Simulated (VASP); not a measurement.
# InSe2 (P4/nmm) in VASP: notebook

The runs below take InSe2 through single point, with PBEsol.

Program: VASP 6.6.1. These are calculated values, not measurements. Logs are shortened: lines on timing, memory, paths and dates and some standing lists are left out, and cuts for length are marked.

## (1) The cell of the first run

It takes space group P4/nmm (No. 129, tetragonal). Conventional cell: a = 3.895 Å, b = 3.895 Å, c = 9.626 Å, α = 90.00°, β = 90.00°, γ = 90.00°. In (site symmetry 4mm) has 9 Se at 2.84 to 3.43 Å within 3.7 Å. Se (site symmetry 4mm) has 5 In at 2.84 to 3.28 Å and 12 Se at 3.77 to 4.03 Å within 4.1 Å. Se (site symmetry -4m2) has 4 Se at 2.75 Å and 4 In at 3.43 Å within 3.6 Å.

## (2) Single point, PBEsol

Contents of INCAR:

```
PREC = Accurate
ENCUT = 520
EDIFF = 1E-6
ISMEAR = 0
SIGMA = 0.5
LREAL = F
LASPH = T
NELM = 80
ALGO = Normal
ISIF = 2
LWAVE = F
LCHARG = F
GGA = PS
NBANDS = 34
```

Contents of KPOINTS:

```
Automatic mesh
0
Gamma
  10 10 4
```

Contents of POSCAR:

```
InSe2
1.0
    3.8948930000      0.0000000000      0.0000000000
    0.0000000000      3.8948930000      0.0000000000
    0.0000000000      0.0000000000      9.6262310000
In Se
2 4
Direct
    0.0000000000      0.5000000000      0.7064680000
    0.5000000000      0.0000000000      0.2935320000
    0.0000000000      0.5000000000      0.3662120000
    0.5000000000      0.0000000000      0.6337880000
    0.0000000000      0.0000000000      0.0000000000
    0.5000000000      0.5000000000      0.0000000000
```

Potentials or basis: VASP PAW PBE potentials, release 64 (In_d, Se).

The run is started by

```console
> cat potpaw_PBE.64/In_d/POTCAR potpaw_PBE.64/Se/POTCAR > POTCAR
> mpirun -np 1 vasp_std > vasp.out
```

OUTCAR:

```text
PREC = Accurate
   ENCUT = 520
   EDIFF = 1E-6
   ISMEAR = 0
   LREAL = F
   LASPH = T
   NELM = 80
   ISIF = 2
   GGA = PS

 ion  position               nearest neighbor table
   1  0.000  0.500  0.706-   4 2.84   4 2.84   4 2.84   4 2.84   3 3.28
   2  0.500  0.000  0.294-   3 2.84   3 2.84   3 2.84   3 2.84   4 3.28
   3  0.000  0.500  0.366-   2 2.84   2 2.84   2 2.84   2 2.84   1 3.28
   4  0.500  0.000  0.634-   1 2.84   1 2.84   1 2.84   1 2.84   2 3.28
   5  0.000  0.000  0.000-   6 2.75   6 2.75   6 2.75   6 2.75
   6  0.500  0.500  0.000-   5 2.75   5 2.75   5 2.75   5 2.75

  LATTYP: Found a simple tetragonal cell.
 ALAT       =     3.8948930000
 C/A-ratio  =     2.4715007575

  Lattice vectors:

 A1 = (   3.8948930000,   0.0000000000,   0.0000000000)
 A2 = (   0.0000000000,   3.8948930000,   0.0000000000)
 A3 = (   0.0000000000,   0.0000000000,   9.6262310000)

Analysis of symmetry for initial positions (statically):
=====================================================================
 Subroutine PRICEL returns:
 Original cell was already a primitive cell.

 Routine SETGRP: Setting up the symmetry group for a
 simple tetragonal supercell.

 Subroutine GETGRP returns: Found 16 space group operations
 (whereof  8 operations were pure point group operations)
 out of a pool of 16 trial point group operations.

The static configuration has the point symmetry D_2d.
 The point group associated with its full space group is D_4h.

Analysis of symmetry for dynamics (positions and initial velocities):
=====================================================================
 Subroutine PRICEL returns:
 Original cell was already a primitive cell.

 Routine SETGRP: Setting up the symmetry group for a
 simple tetragonal supercell.

 Subroutine GETGRP returns: Found 16 space group operations
 (whereof  8 operations were pure point group operations)
 out of a pool of 16 trial point group operations.

The dynamic configuration has the point symmetry D_2d.
 The point group associated with its full space group is D_4h.

 Subroutine INISYM returns: Found 16 space group operations
 (whereof  8 operations are pure point group operations),
 and found     1 'primitive' translations

----------------------------------------------------------------------------------------

                                     Primitive cell

  volume of cell :     146.0318

  direct lattice vectors                    reciprocal lattice vectors
     3.894893000  0.000000000  0.000000000     0.256746463  0.000000000  0.000000000
     0.000000000  3.894893000  0.000000000     0.000000000  0.256746463  0.000000000
     0.000000000  0.000000000  9.626231000     0.000000000  0.000000000  0.103882818

  length of vectors
     3.894893000  3.894893000  9.626231000     0.256746463  0.256746463  0.103882818

  position of ions in fractional coordinates (direct lattice)
     0.000000000  0.500000000  0.706468000
     0.500000000  0.000000000  0.293532000
     0.000000000  0.500000000  0.366212000
     0.500000000  0.000000000  0.633788000
     0.000000000  0.000000000  0.000000000
     0.500000000  0.500000000  0.000000000

  ion indices of the primitive-cell ions
   primitive index   ion index
                 1           1
                 2           2
                 3           3
                 4           4
                 5           5
                 6           6

----------------------------------------------------------------------------------------

 KPOINTS: Automatic mesh

Automatic generation of k-mesh.
 Grid dimensions read from file:
 generate k-points for:   10   10    4

 Generating k-lattice:

  Cartesian coordinates                     Fractional coordinates (reciprocal lattice)
     0.025674646  0.000000000  0.000000000     0.100000000  0.000000000  0.000000000
     0.000000000  0.025674646  0.000000000     0.000000000  0.100000000  0.000000000
     0.000000000  0.000000000  0.025970704     0.000000000  0.000000000  0.250000000

  Length of vectors
     0.025674646  0.025674646  0.025970704

  Shift w.r.t. Gamma in fractional coordinates (k-lattice)
     0.000000000  0.000000000  0.000000000

 Subroutine IBZKPT returns following result:
 ===========================================

 Found     63 irreducible k-points:

 Following reciprocal coordinates:
            Coordinates               Weight
  0.000000  0.000000  0.000000      1.000000
  0.100000  0.000000  0.000000      4.000000
  0.200000  0.000000  0.000000      4.000000
  0.300000  0.000000  0.000000      4.000000
  0.400000  0.000000  0.000000      4.000000
  0.500000  0.000000  0.000000      2.000000
[... 16 lines left out ...]
  0.100000  0.000000  0.250000      8.000000
  0.200000  0.000000  0.250000      8.000000
 [... further k-points ...]
   k-points           NKPTS =     63   k-points in BZ     NKDIM =     63   number of bands    NBANDS=     34
   number of dos      NEDOS =    301   number of ions     NIONS =      6
   total plane-waves  NPLWV =  64800
   dimension x,y,z NGX =    30 NGY =   30 NGZ =   72
   dimension x,y,z NGXF=    60 NGYF=   60 NGZF=  144
   ions per type =               2   4
   NGX,Y,Z   is equivalent  to a cutoff of  12.80, 12.80, 12.43 a.u.
   NGXF,Y,Z  is equivalent  to a cutoff of  25.61, 25.61, 24.87 a.u.
 SYSTEM =  unknown system
   PREC   = accura    normal or accurate (medium, high low for compatibility)
   ISTART =      0    job   : 0-new  1-cont  2-samecut
   ICHARG =      2    charge: 1-file 2-atom 10-const
   ISPIN  =      1    spin polarized calculation?
   LNONCOLLINEAR =      F non collinear calculations
   LSORBIT =      F    spin-orbit coupling
   LASPH  =      T    aspherical Exc in radial PAW
   ENCUT  =  520.0 eV  38.22 Ry    6.18 a.u.   7.24  7.24 17.90*2*pi/ulx,y,z
   NELM   =     80;   NELMIN=  2; NELMDL= -5     # of ELM steps
   EDIFF  = 0.1E-05   stopping-criterion for ELM
   LREAL  =      F    real-space projection
[... 7 lines left out ...]
   TEBEG  =    0.0;   TEEND  =   0.0 temperature during run
   PSTRESS=    0.0 pullay stress
   NELECT =      50.0000    total number of electrons
   NUPDOWN=      -1.0000    fix difference up-down
   EMIN   =  10.00;   EMAX   =-10.00  energy-range for DOS
   EFERMI =   0.00;   METHOD = LEGACY
   ISMEAR =     0;   SIGMA  =   0.50  broadening in eV -4-tet -1-fermi 0-gaus
   EFERMI_NEDOS =   21; number of points for ismear=-14 and -15
   IALGO  =     38    algorithm
   IMIX   =      4    mixing-type and parameters
     AMIX     =   0.40;   BMIX     =  1.00
     AMIX_MAG =   1.60;   BMIX_MAG =  1.00
  volume/ion in A,a.u.               =      24.34       164.25
  Fermi-wavevector in a.u.,A,eV,Ry     =   1.145291  2.164286 17.846635  1.311691
  Thomas-Fermi vector in A             =   2.281980
   LORBIT       =      0    0 simple, 1 ext, 2 COOP (PROOUT), +10 PAW based schemes
   GGA     = PS    functional components
   LHFCALC =     F    Hartree Fock is set to
   AEXX    =    0.0000 exact exchange contribution
   IVDW    =     0    specifies the selected vdW correction
   LEPSILON=     F    determine dielectric tensor
   LRPA    =     F    only Hartree local field effects (RPA)
 non-spin polarized calculation
 Gauss-broadening in eV      SIGMA  =   0.50
  energy-cutoff  :      520.00
  volume of cell :      146.03
 maximum number of plane-waves:      3972
 NGX is ok and might be reduce to    30
   NGX = 15   NGY = 15   NGZ = 35

 number of electron      49.9999991 magnetization

 Free energy of the ion-electron system (eV)
  ---------------------------------------------------
  ext. energy  EPLUGINS =         0.00000000
  ---------------------------------------------------
  free energy    TOTEN  =       -22.77385501 eV

  energy without entropy =      -22.51660853  energy(sigma->0) =      -22.64523177

 E-fermi :   4.8701     XC(G=0): -10.0446

 val. band max:        4.8632386011   @ k =   0.1000   0.1000   0.5000
 cond. band min:       4.8730491161   @ k =   0.4000   0.2000   0.0000
 fundamental gap:      0.0098105150
 Fermi energy:         4.8700661226

 k-point     1 :       0.0000    0.0000    0.0000
  band No.  band energies     occupation
      1     -10.2315      2.00000
      2      -9.6448      2.00000
      3      -9.5851      2.00000
      4      -9.4391      2.00000
      5      -9.4357      2.00000
      6      -9.4012      2.00000
[... 26 lines left out ...]
     33      11.0855      0.00000
     34      11.0974      0.00000

 k-point     2 :       0.1000    0.0000    0.0000
  band No.  band energies     occupation
      1     -10.1538      2.00000
      2      -9.6309      2.00000
      3      -9.5670      2.00000
      4      -9.4333      2.00000
      5      -9.4297      2.00000
      6      -9.4056      2.00000
[... 26 lines left out ...]
     33      10.8733      0.00000
     34      10.9074      0.00000

 k-point     3 :       0.2000    0.0000    0.0000
  band No.  band energies     occupation
      1      -9.9281      2.00000
      2      -9.5959      2.00000
      3      -9.5175      2.00000
      4      -9.4247      2.00000
      5      -9.4239      2.00000
      6      -9.4092      2.00000
[... 26 lines left out ...]
     33      10.4183      0.00000
     34      10.7318      0.00000

 k-point     4 :       0.3000    0.0000    0.0000
  band No.  band energies     occupation
      1      -9.6268      2.00000
      2      -9.5553      2.00000
      3      -9.4490      2.00000
      4      -9.4380      2.00000
      5      -9.4199      2.00000
      6      -9.4194      2.00000
[... 26 lines left out ...]
     33      10.4917      0.00000
     34      10.5041      0.00000

 k-point     5 :       0.4000    0.0000    0.0000
  band No.  band energies     occupation
      1      -9.5223      2.00000
      2      -9.5131      2.00000
      3      -9.4676      2.00000
      4      -9.4538      2.00000
      5      -9.4343      2.00000
      6      -9.4337      2.00000
[... 621 lines left out ...]
 k-point    22 :       0.0000    0.0000    0.2500
  band No.  band energies     occupation
      1     -10.2289      2.00000
      2      -9.6408      2.00000
      3      -9.5882      2.00000
      4      -9.4386      2.00000
      5      -9.4362      2.00000
      6      -9.4009      2.00000
[... 26 lines left out ...]
     33      11.0478      0.00000
     34      11.0863      0.00000

 k-point    23 :       0.1000    0.0000    0.2500
  band No.  band energies     occupation
      1     -10.1513      2.00000
      2      -9.6257      2.00000
      3      -9.5712      2.00000
      4      -9.4328      2.00000
      5      -9.4302      2.00000
      6      -9.4048      2.00000
[... 26 lines left out ...]
     33      10.9380      0.00000
     34      11.1213      0.00000

 k-point    24 :       0.2000    0.0000    0.2500
  band No.  band energies     occupation
      1      -9.9268      2.00000
      2      -9.5856      2.00000
      3      -9.5263      2.00000
      4      -9.4254      2.00000
      5      -9.4226      2.00000
      6      -9.4097      2.00000
[... 26 lines left out ...]
     33      10.4728      0.00000
     34      11.2438      0.00000

 [... further k-points ...]

------------------------ aborting loop because EDIFF is reached ----------------------------------------

  FORCE on cell =-STRESS in cart. coord.  units (eV):
  Direction    XX          YY          ZZ          XY          YZ          ZX
  --------------------------------------------------------------------------------------
  -------------------------------------------------------------------------------------
  Total       -3.3200903     -3.3200903     -1.9002780      0.0000000     -0.0000000      0.0000000
  in kB      -36.4261389    -36.4261389    -20.8487668      0.0000000     -0.0000000      0.0000000
  external PRESSURE =     -31.2336815 kB  Pullay stress =       0.0000000 kB

 VOLUME and BASIS-vectors are now :
 -----------------------------------------------------------------------------
  energy-cutoff  :      520.00
  volume of cell :      146.03
      direct lattice vectors                 reciprocal lattice vectors
     3.894893000  0.000000000  0.000000000     0.256746463  0.000000000  0.000000000
     0.000000000  3.894893000  0.000000000     0.000000000  0.256746463  0.000000000
     0.000000000  0.000000000  9.626231000     0.000000000  0.000000000  0.103882818

 POSITION                                       TOTAL-FORCE (eV/Angst)
 -----------------------------------------------------------------------------------
      0.00000      1.94745      6.80062        -0.000000      0.000000     -0.118566
      1.94745      0.00000      2.82561         0.000000      0.000000      0.118566
      0.00000      1.94745      3.52524         0.000000      0.000000     -0.058351
      1.94745      0.00000      6.10099        -0.000000      0.000000      0.058351
      0.00000      0.00000      0.00000        -0.000000      0.000000      0.000000
      1.94745      1.94745      0.00000        -0.000000     -0.000000      0.000000
 -----------------------------------------------------------------------------------
    total drift:                                0.000000      0.000000      0.000000

  FREE ENERGIE OF THE ION-ELECTRON SYSTEM (eV)
  ---------------------------------------------------
  free  energy   TOTEN  =       -22.7738550137 eV

  energy  without entropy=      -22.5166085293  energy(sigma->0) =      -22.64523177
```

Wall time 1.7 min (1 thread of Intel Xeon 6975P-C (Granite Rapids), shared host); peak memory 0.4 GiB.

Results:

```yaml
Free_energy: -22.7739 eV
Pressure: -3.1 GPa
Largest_force: 0.119 eV/Å
Band_gap_on_the_k_mesh: zero (bands 25 and 26 overlap by 2.10 eV)
```

Forces on the atoms (eV/Å):
```
In   0.000  0.000 -0.119
In   0.000  0.000  0.119
Se   0.000  0.000 -0.058
Se   0.000  0.000  0.058
Se   0.000  0.000  0.000
Se   0.000  0.000  0.000
```

Caveat: the cell stands under tension; so wide a smearing shifts energies and pressures; the PAW data sets were made with another functional, which shifts forces and pressure a little; spin-orbit coupling is left out, which moves the levels of the heavy elements.

## (3) Single point, PBEsol

Contents of INCAR:

```
SYSTEM = InSe2
ALGO = Normal
EDIFF = 1E-7
ENCUT = 520
GGA = PS
ISIF = 2
ISMEAR = 0
LASPH = .True.
LCHARG = .True.
LELF = .True.
LREAL = .False.
LVHAR = .True.
LWAVE = .False.
NBANDS = 34
NELM = 80
PREC = Accurate
SIGMA = 0.1
```

Contents of KPOINTS:

```
k-points
0
Gamma
  1 1 1
  0 0 0
```

POSCAR is that of step 2.

Potentials or basis: VASP PAW PBE potentials, release 64 (In_d, Se).

The run is started by

```console
> cat potpaw_PBE.64/In_d/POTCAR potpaw_PBE.64/Se/POTCAR > POTCAR
> mpirun -np 1 vasp_gam > vasp.out
```

OUTCAR:

```text
SYSTEM = InSe2
   EDIFF = 1E-7
   ENCUT = 520
   GGA = PS
   ISIF = 2
   ISMEAR = 0
   LASPH = .True.
   LREAL = .False.
   NELM = 80
   PREC = Accurate

 ion  position               nearest neighbor table
   1  0.000  0.500  0.706-   4 2.84   4 2.84   4 2.84   4 2.84   3 3.28
   2  0.500  0.000  0.294-   3 2.84   3 2.84   3 2.84   3 2.84   4 3.28
   3  0.000  0.500  0.366-   2 2.84   2 2.84   2 2.84   2 2.84   1 3.28
   4  0.500  0.000  0.634-   1 2.84   1 2.84   1 2.84   1 2.84   2 3.28
[... 223 lines left out ...]
  -------------------------------------------------------------------------------------
  Total       17.5771708     17.5771708     -0.4609789      0.0000000      0.0000000      0.0000000
  in kB      192.8467005    192.8467005     -5.0575973      0.0000000      0.0000000      0.0000000
  external PRESSURE =     126.8786013 kB  Pullay stress =       0.0000000 kB

 VOLUME and BASIS-vectors are now :
 -----------------------------------------------------------------------------
  energy-cutoff  :      520.00
  volume of cell :      146.03
      direct lattice vectors                 reciprocal lattice vectors
     3.894893000  0.000000000  0.000000000     0.256746463  0.000000000  0.000000000
     0.000000000  3.894893000  0.000000000     0.000000000  0.256746463  0.000000000
     0.000000000  0.000000000  9.626231000     0.000000000  0.000000000  0.103882818

 POSITION                                       TOTAL-FORCE (eV/Angst)
 -----------------------------------------------------------------------------------
      0.00000      1.94745      6.80062         0.000000     -0.000000     -2.837862
      1.94745      0.00000      2.82561         0.000000     -0.000000      2.837862
      0.00000      1.94745      3.52524         0.000000     -0.000000      0.203355
      1.94745      0.00000      6.10099         0.000000      0.000000     -0.203355
      0.00000      0.00000      0.00000         0.000000     -0.000000      0.000000
      1.94745      1.94745      0.00000        -0.000000      0.000000      0.000000
 -----------------------------------------------------------------------------------
    total drift:                                0.000000      0.000000      0.000000

  FREE ENERGIE OF THE ION-ELECTRON SYSTEM (eV)
  ---------------------------------------------------
  free  energy   TOTEN  =       -15.6965554990 eV

  energy  without entropy=      -15.6965554990  energy(sigma->0) =      -15.69655550
```

stdout:

```text
POSCAR found type information on POSCAR InSe
 POSCAR found :  2 types and       6 ions
 scaLAPACK will be used
 -----------------------------------------------------------------------------
|                                                                             |
|                                                                             |
|     You enforced a specific xc type in the INCAR file but a different       |
|     I HOPE YOU KNOW WHAT YOU ARE DOING!                                     |
|                                                                             |
 -----------------------------------------------------------------------------

 LDA part: xc-table for (Slater+PW92), standard interpolation
 POSCAR, INCAR and KPOINTS ok, starting setup
 FFT: planning ... GRIDC
 FFT: planning ... GRID_SOFT
 FFT: planning ... GRID
 WAVECAR not read
 entering main loop
```

Wall time 23 s (1 thread of Intel Xeon 8259CL, shared host); peak memory 0.22 GiB.

What came out:

| Property | Result |
| --- | --- |
| Free energy | -15.6966 eV |
| Pressure | 12.7 GPa |
| Largest force | 2.838 eV/Å |

Forces in eV/Å, atoms in the order of the input:
```
In   0.000  0.000 -2.838
In   0.000  0.000  2.838
Se   0.000  0.000  0.203
Se   0.000  0.000 -0.203
Se   0.000  0.000  0.000
Se   0.000  0.000  0.000
```

Stress tensor (GPa, compression positive):
```
19.28  0.00  0.00
 0.00 19.28  0.00
 0.00  0.00 -0.51
```

Caveat: the k points lie up to 1.61 Å⁻¹ apart; the PAW data sets were made with another functional, which shifts forces and pressure a little; spin-orbit coupling is left out, which moves the levels of the heavy elements.
